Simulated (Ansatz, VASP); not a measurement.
# O in VASP and in Ansatz

```
O
1.0
     2.59470    0.00000    0.00000
    -1.29735    2.24708    0.00000
     0.00000    0.00000    6.66152
O
4
Direct
  0.33333 0.66667 0.16100
  0.66667 0.33333 0.66100
  0.33333 0.66667 0.33900
  0.66667 0.33333 0.83900
```

Change from the starting cell: volume scaled by 1.04, crystal datasets.

Alike in both runs: task electric field gradients; functional PBEsol; k mesh 13 × 13 × 5; occupations fermi-dirac, width 0.03 eV; no spin polarisation.

|  | VASP | Ansatz |
| --- | --- | --- |
| version | VASP 6.6.1 | Ansatz 0.2.0 |
| potentials or method | VASP PAW PBE potentials, release 64 (O), cutoff 520 eV | all-electron PAW with datasets made for the crystal, scalar-relativistic |

Ansatz gave:

```
pressure (GPa)                                                : 5.0
traceless stress, the component that is largest in VASP (GPa) : 22.50
rms of the force components (eV/Å)                            : 0.837
size of Vzz on the site where it differs most (V/Å²)          : 108.7
```

Task: Estimate VASP's values.

Result: Pressure (GPa): 9.7; traceless stress, the component that is largest in VASP (GPa): 32.99; rms of the force components (eV/Å): 1.777; size of Vzz on the site where it differs most (V/Å²): 115.5.

VASP's potentials were made for PBE, not for PBEsol. Atom by atom the forces differ by 0.940 eV/Å (rms over components). Ansatz ran all-electron here, and VASP with PAW potentials.

Noted on VASP's run: the standard files for N, O and F lose accuracy on very short bonds; spin is off for a triplet molecule.
